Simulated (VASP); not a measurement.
**Zr7Cl: single point with PBE**

The system is Zr7Cl.

```
Zr Cl
1.0
    -3.35200    3.35200    3.35200
     3.35200   -3.35200    3.35200
     3.35200    3.35200   -3.35200
Zr Cl
7 1
Direct
  0.00000 0.50000 0.50000
  0.50000 0.50000 0.00000
  0.50000 0.00000 0.50000
  0.00000 0.00000 0.50000
  0.00000 0.50000 0.00000
  0.50000 0.00000 0.00000
  0.50000 0.50000 0.50000
  0.00000 0.00000 0.00000
```

The cell was built from a structure type or drawn by symmetry, and may not be a known phase.

| Property | Result |
| --- | --- |
| Program | VASP 6.6.1 |
| Task | single point |
| Functional | PBE |
| Potentials or basis | VASP PAW PBE potentials, release 64 (Zr_sv, Cl) |
| Cutoff | 520 eV |
| k mesh | 4 × 4 × 4 |
| Occupations | gaussian, width 0.1 eV |
| Spin | no spin polarisation |
| Dipole correction | no |
| Further INCAR settings | ALGO = Normal; EDIFF = 1e-06; NBANDS = 56 |

```json
{
  "Pressure": "16.9 GPa",
  "Band gap on the k mesh": "zero (an odd number of electrons rules out a gap without spin polarisation)"
}
```

Levels at points of the mesh, in eV from the Fermi level:
| k point | band 42 | band 43 | band 44 | band 45 | band 46 | band 47 | band 48 | band 49 | band 50 | band 51 |
| --- | --- | --- | --- | --- | --- | --- | --- | --- | --- | --- |
| (0.00, 0.00, 0.00) | -1.21 | -1.21 | -1.19 | -0.30 | -0.30 | -0.30 | 1.95 | 1.95 | 1.95 | 2.74 |
| (0.50, 0.00, 0.00) | -0.71 | -0.45 | -0.20 | -0.12 | -0.07 | 0.07 | 0.15 | 0.40 | 1.00 | 1.20 |
| (0.50, 0.50, 0.50) | -0.14 | -0.14 | -0.14 | 0.11 | 0.56 | 0.56 | 0.56 | 0.56 | 0.56 | 1.61 |

It took 3.2 min on 1 thread of Intel Xeon 8259CL (shared host), peak memory 0.33 GiB.

Caveat: the cell stands under pressure; an odd number of electrons without spin polarisation forces a metal; a magnetic or distorted state may lie lower.
